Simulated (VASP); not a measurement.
Here is a VASP 6.6.1 calculation.

Contents of INCAR:

```
PREC = Accurate
ENCUT = 520
EDIFF = 1E-6
ISMEAR = 0
SIGMA = 0.15
LREAL = False
LASPH = True
NELM = 100
ALGO = Fast
ISIF = 2
LWAVE = False
LCHARG = False
NBANDS = 10
```

The input KPOINTS:

```
Automatic mesh
0
Gamma
  18 18 10
```

POSCAR

```
Al
1.0
    2.7044000000      0.0000000000      0.0000000000
   -1.3522000000      2.3420791020      0.0000000000
    0.0000000000      0.0000000000      4.9674000000
Al
2
Direct
    0.6666666667      0.3333333333      0.7500000000
    0.3333333333      0.6666666667      0.2500000000
```

Potentials or basis: VASP PAW LDA potentials, release 64 (Al).

The run is started by

```sh
$ cat potpaw_LDA.64/Al/POTCAR > POTCAR
$ mpirun -np 1 vasp_std > vasp.out
```

Task: Estimate the band gap on the k mesh.

Result: Zero (bands 3 and 4 overlap by 6.16 eV).

Task: Estimate the pressure.

Result: 2.6 GPa.

Stress tensor (GPa, compression positive):
```
 5.53  0.00  0.00
 0.00  5.53  0.00
 0.00  0.00 -3.11
```
